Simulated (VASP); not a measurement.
Input of a VASP 6.6.1 run:

File INCAR:

```
PREC = Accurate
ENCUT = 520
EDIFF = 1E-7
ISMEAR = 0
SIGMA = 0.1
LREAL = F
LASPH = T
NELM = 150
ALGO = Normal
ISIF = 2
LWAVE = F
LCHARG = F
ISPIN = 2
MAGMOM = 0 0 0 2
LORBIT = 11
LMAXMIX = 4
LDIPOL = T
IDIPOL = 3
DIPOL = 0.5 0.5 0.343
GGA = CA
NBANDS = 28
```

File KPOINTS:

```
regular mesh
0
Gamma
  10 10 1
```

POSCAR

```
Ir3C
1.0
    2.6946510889      0.0000000000      0.0000000000
    0.0000000000      2.6946510889      0.0000000000
    0.0000000000      0.0000000000     20.6339620658
Ir C
3 1
Direct
    0.5000000000      0.5000000000      0.1938551591
    0.0000000000      0.0000000000      0.2819107364
    0.5000000000      0.5000000000      0.3699707328
    0.8333333333      0.5000000000      0.5265087738
```

Potentials or basis: VASP PAW LDA potentials, release 64 (Ir, C).

Command:

```sh
$ cat potpaw_LDA.64/Ir/POTCAR potpaw_LDA.64/C/POTCAR > POTCAR
$ mpirun -np 1 vasp_std > vasp.out
```

Question: Estimate the largest force.

Answer: 1.154 eV/Å.

Question: Estimate the net moment.

Answer: 0.00 μB per cell.

Forces on the atoms (eV/Å):
```
Ir  -0.039  0.000 -0.182
Ir   0.027  0.000  0.011
Ir   0.064  0.000  1.152
C   -0.051  0.000 -0.982
```
